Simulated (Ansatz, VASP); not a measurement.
RbBr: VASP beside Ansatz

File POSCAR:

```
RbBr
1.0
    0.0000000000      3.4270000000      3.4270000000
    3.4270000000      0.0000000000      3.4270000000
    3.4270000000      3.4270000000      0.0000000000
Rb Br
1 1
Direct
    0.0000000000      0.0000000000      0.0000000000
    0.5000000000      0.5000000000      0.5000000000
```

The input INCAR.step1:

```
SYSTEM = RbBr
  PREC = Accurate
  ENCUT = 600
  ISMEAR = -1
  SIGMA = 0.08
  LREAL = .False.
  LASPH = .True.
  NELM = 80
  GGA = PE
  ALGO = Normal
  EDIFF = 1E-4
  LWAVE = .True.
  LCHARG = .False.
```

INCAR.step2

```
SYSTEM = RbBr
  PREC = Accurate
  ENCUT = 600
  EDIFF = 1E-6
  ISMEAR = -1
  SIGMA = 0.08
  LREAL = .False.
  LASPH = .True.
  NELM = 80
  ALGO = Normal
  ISIF = 3
  LWAVE = .False.
  LCHARG = .False.
  METAGGA = R2SCAN
  LMIXTAU = .True.
  IBRION = 2
  NSW = 100
  EDIFFG = -0.002
  ISTART = 1
```

KPOINTS

```
regular mesh
0
Gamma
  10 10 10
  0 0 0
```

Input for Ansatz:

```yaml
crystal:
  lattice:
    - [0.0, 3.427, 3.427]
    - [3.427, 0.0, 3.427]
    - [3.427, 3.427, 0.0]
  atoms:
    - { symbol: Rb, position: [0.0, 0.0, 0.0] }
    - { symbol: Br, position: [0.5, 0.5, 0.5] }
kpoints:
  mp_grid: { grid: [10, 10, 10] }
scf:
  occupations: { method: fermi_dirac, width: 0.08 }
hamiltonian:
  xc: r2scan
  pseudopotentials: { kind: paw }
relax:
  f_tol: 0.002
  max_steps: 80
  cell: {}
output:
  forces: true
  stress: true
```

Alike in both runs: task relaxation of cell and atoms; functional r2SCAN; k mesh 10 × 10 × 10; occupations fermi-dirac, width 0.08 eV; no spin polarisation.

```csv
,VASP,Ansatz
version,VASP 6.6.1,Ansatz 0.2.0
potentials or method,"VASP PAW PBE potentials, release 64 (Rb_sv, Br)","PAW with Ansatz's default frozen-core files, scalar-relativistic"
plane-wave cutoff (eV),600,500
valence electrons in the cell,16,16
```

|  | VASP | Ansatz | Ansatz less VASP |
| --- | --- | --- | --- |
| relaxed volume (Å³/atom) | 41.57 | 41.48 | -0.088 |
| relaxed cell length with the largest relative difference (Å) | 4.899 | 4.896 | -0.0035 |

VASP's potentials were made for PBE, not for r2SCAN.
